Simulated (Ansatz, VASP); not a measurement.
Two plane-wave programs on CdTe

```xyz
2
Lattice="0.0000 2.9546 3.2018 3.2018 0.0000 3.2018 3.2018 2.9546 0.0000" Properties=species:S:1:pos:R:3 pbc="T T T"
Cd    0.0000    0.0000    0.0000
Te    4.8026    4.4319    4.8026
```

Alike in both runs: task single point; functional LDA; k mesh 8 × 8 × 8; occupations gaussian, width 0.05 eV; no spin polarisation.

|  | VASP | Ansatz |
| --- | --- | --- |
| version | VASP 6.6.1 | Ansatz 0.2.0 |
| potentials or method | VASP PAW LDA potentials, release 64 (Cd, Te), cutoff 520 eV | scalar-relativistic, plane waves, PAW |
| valence electrons in the cell | 18 | 36 |

|  | VASP | Ansatz | Ansatz less VASP |
| --- | --- | --- | --- |
| gap on the k mesh at the Fermi level (eV) | 0.74 | 0.69 | -0.048 |
| least direct gap on the mesh (eV) | 0.74 | 0.69 | -0.048 |
| pressure (GPa) | 4.9 | 4.5 | -0.38 |
| traceless stress, the component that is largest in VASP (GPa) | 0.58 | 0.60 | +0.020 |

LDA's correlation is that of Perdew and Zunger in VASP and of Perdew and Wang (1992) in Ansatz. VASP's potentials hold 18 valence electrons a cell and Ansatz's 36, so a difference there can come from the potentials and not from the codes.

Neither program's run includes spin-orbit coupling.
